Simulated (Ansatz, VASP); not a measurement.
**Two plane-wave programs on Re**

```xyz
2
Lattice="2.7600 0.0000 0.0000 -1.3800 2.3902 0.0000 0.0000 0.0000 4.4574" Properties=species:S:1:pos:R:3 pbc="T T T"
Re    0.0000    1.5935    3.3430
Re    1.3800    0.7967    1.1143
```

Alike in both runs: task relaxation of cell and atoms; functional PBEsol; k mesh 14 × 14 × 8; occupations gaussian, width 0.05 eV; no spin polarisation.

|  | VASP | Ansatz |
| --- | --- | --- |
| version | VASP 6.6.1 | Ansatz 0.2.0 |
| potentials or method | VASP PAW PBE potentials, release 64 (Re), cutoff 600 eV | scalar-relativistic, plane waves, PAW |
| valence electrons in the cell | 14 | 30 |

Ansatz gave:

- gap on the k mesh at the Fermi level, each at its own relaxed structure (eV): none
- relaxed volume (Å³/atom): 14.56
- relaxed length of the cell vector where the two differ most in proportion (Å): 4.449

Q: Which values does VASP return?

A: gap on the k mesh at the Fermi level, each at its own relaxed structure (eV): none; relaxed volume (Å³/atom): 14.56; relaxed length of the cell vector where the two differ most in proportion (Å): 4.448.

VASP's potentials were made for PBE, not for PBEsol. A gap of «none» marks a metal or a gap that the smearing closes. VASP's potentials hold 14 valence electrons a cell and Ansatz's 30, so a difference there can come from the potentials and not from the codes.

Spin-orbit coupling is off throughout.
